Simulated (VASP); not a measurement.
Cu: single point with PBE

Cu:

```
CELL_PARAMETERS angstrom
0.03389 1.80750 1.80750
1.84139 0.00000 1.84139
1.80750 1.80750 0.03389
ATOMIC_POSITIONS crystal
Cu 0.00000 0.00000 0.00000
```

This cell differs from its parent crystal: strain +0.0375 x Voigt [0, 0, 0, 0, 1, 0].

```
Program                : VASP 6.6.1
Task                   : single point
Functional             : PBE
Potentials or basis    : VASP PAW PBE potentials, release 64 (Cu)
Cutoff                 : 520 eV
k mesh                 : 22 × 22 × 22
Occupations            : gaussian, width 0.15 eV
Spin                   : no spin polarisation
Dipole correction      : no
Further INCAR settings : ALGO = Fast; EDIFF = 1e-06; NBANDS = 12
```

```yaml
Pressure: 2.5 GPa
```

Stress tensor (GPa, compression positive):
```
 2.58  0.00 -3.38
 0.00  2.29  0.00
-3.38  0.00  2.58
```

Levels at points of the mesh, in eV from the Fermi level:
```csv
k point,band 3,band 4,band 5,band 6,band 7,band 8,band 9,band 10
"(0.00, 0.00, 0.00)",-3.06,-2.94,-2.21,-2.20,22.41,24.33,25.44,26.18
"(0.50, 0.00, 0.00)",-2.99,-1.67,-1.59,-0.84,4.02,20.70,21.42,22.07
"(0.00, 0.50, 0.00)",-2.97,-1.70,-1.62,-1.18,3.50,21.19,22.38,22.77
"(0.50, 0.50, 0.00)",-1.68,-1.51,-1.49,1.50,7.12,13.08,13.09,17.58
"(0.50, 0.00, 0.50)",-1.66,-1.51,-1.50,1.49,7.11,12.21,13.99,17.36
```

Run time: 120 s on 1 thread of AMD EPYC 9R45 96-Core Processor (Zen 5), with other jobs on the host, peak memory 0.28 GiB.

Caveat: the cell differs from its parent crystal (strain +0.0375 x Voigt [0, 0, 0, 0, 1, 0]).
